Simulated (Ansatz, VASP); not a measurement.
**Ag: VASP beside Ansatz**

```
Ag
1.0
    -1.98152    1.62808    1.45427
     1.62808   -1.98152    1.45427
     3.76952    3.76952   -2.10160
Ag
2
Direct
  0.95801 0.04199 0.00000
  0.79199 0.20801 0.50000
```

Alike in both runs: task single point; functional revPBE; k mesh 16 × 16 × 7; occupations fermi-dirac, width 0.1 eV; no spin polarisation.

|  | VASP | Ansatz |
| --- | --- | --- |
| version | VASP 6.6.1 | Ansatz 0.2.0 |
| potentials or method | VASP PAW PBE potentials, release 64 (Ag), cutoff 520 eV | plane waves (420 eV) with PAW, scalar-relativistic |
| valence electrons in the cell | 22 | 38 |

```tsv
	VASP	Ansatz	Ansatz less VASP
pressure (GPa)	0.1	0.2	+0.08
traceless stress, the component that is largest in VASP (GPa)	-0.59	-0.59	0.000
```

VASP's potentials were made for PBE, not for revPBE. VASP's potentials hold 22 valence electrons a cell and Ansatz's 38, so a difference there can come from the potentials and not from the codes.
